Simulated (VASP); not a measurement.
Here is a VASP 6.6.1 calculation.

Contents of INCAR:

```
ALGO = Normal
EDIFF = 1E-6
ENCUT = 520
ISIF = 2
ISMEAR = -1
LASPH = T
LCHARG = F
LREAL = F
LWAVE = F
NBANDS = 17
NELM = 80
PREC = Accurate
SIGMA = 0.08
```

Contents of KPOINTS:

```
k-points
0
Gamma
  12 12 12
```

The input POSCAR:

```
PbS
1.0
    0.0000000000      2.5186786110      2.5186786110
    2.5186786110      0.0000000000      2.5186786110
    2.5186786110      2.5186786110      0.0000000000
Pb S
1 1
Direct
    0.0000000000      0.0000000000      0.0000000000
    0.5000000000      0.5000000000      0.5000000000
```

Potentials or basis: VASP PAW LDA potentials, release 64 (Pb_d, S).

The run is started by

```bash
$ cat potpaw_LDA.64/Pb_d/POTCAR potpaw_LDA.64/S/POTCAR > POTCAR
$ mpirun -np 1 vasp_std > vasp.out
```

Problem. What does it give for the pressure?

Solution. 72.6 GPa.

Problem. Estimate the band gap on the k mesh.

Solution. Zero (bands 10 and 11 overlap by 0.23 eV).

Caveat: the cell stands under pressure; semilocal functionals underestimate gaps, so a narrow gap can read as zero; spin-orbit coupling is left out, which moves the levels of the heavy elements.
